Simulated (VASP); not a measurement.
A run of VASP 6.6.1 is set up as follows.

Contents of INCAR:

```
PREC     = Accurate       # precision mode
ENCUT    = 600            # plane-wave cutoff, eV
EDIFF    = 1E-7           # SCF threshold, eV
ISMEAR   = 0              # smearing method
SIGMA    = 0.1            # smearing width, eV
LREAL    = False          # projectors in reciprocal space
LASPH    = True           # aspherical terms in the spheres
NELM     = 100            # most SCF steps
ALGO     = Normal         # electronic algorithm
ISIF     = 3              # what is computed and relaxed
LWAVE    = False          # write WAVECAR
LCHARG   = False          # write CHGCAR
GGA      = PE             # functional
IBRION   = 2              # ionic algorithm
NSW      = 70             # ionic steps
EDIFFG   = -0.008         # ionic threshold
PSTRESS  = 900.0
```

The input KPOINTS:

```
Automatic mesh
0
Gamma
  8 8 8
```

File POSCAR:

```
CsSnI3
1.0
    4.8878237985      0.0000000000      0.0000000000
    0.0000000000      4.8878237985      0.0000000000
    0.0000000000      0.0000000000      4.8878237985
Cs Sn I
1 1 3
Direct
    0.0000000000      0.0000000000      0.0000000000
    0.5000000000      0.5000000000      0.5000000000
    0.0000000000      0.5000000000      0.5000000000
    0.5000000000      0.0000000000      0.5000000000
    0.5000000000      0.5000000000      0.0000000000
```

Potentials or basis: VASP PAW PBE potentials, release 64 (Cs_sv, Sn_d, I).

Command:

```bash
$ cat potpaw_PBE.64/Cs_sv/POTCAR potpaw_PBE.64/Sn_d/POTCAR potpaw_PBE.64/I/POTCAR > POTCAR
$ mpirun -np 1 vasp_std > vasp.out
```

Task: Estimate the space group after relaxing (to 0.1 Å).

Result: Pm-3m (No. 221).

Task: Predict the relaxed volume.

Result: 21.58 Å³/atom.

Task: What does it give for the relaxed cell?

Result: a = 4.761 Å, b = 4.761 Å, c = 4.761 Å, α = 90.00°, β = 90.00°, γ = 90.00°.

Step by step:
```csv
step,energy change (eV),largest force (eV/Å),pressure (GPa),volume (Å³)
1,0.0000,0.0000,67.80,116.77
2,48.4644,0.0000,363.79,70.18
3,3.6311,0.0000,86.40,109.19
4,4.1223,0.0000,88.93,108.29
5,4.3283,0.0000,89.99,107.92
```

Caveat: the cell is relaxed towards a set pressure, so the run minimises the enthalpy, not the energy; the highest band is partly filled, so the run has too few bands.
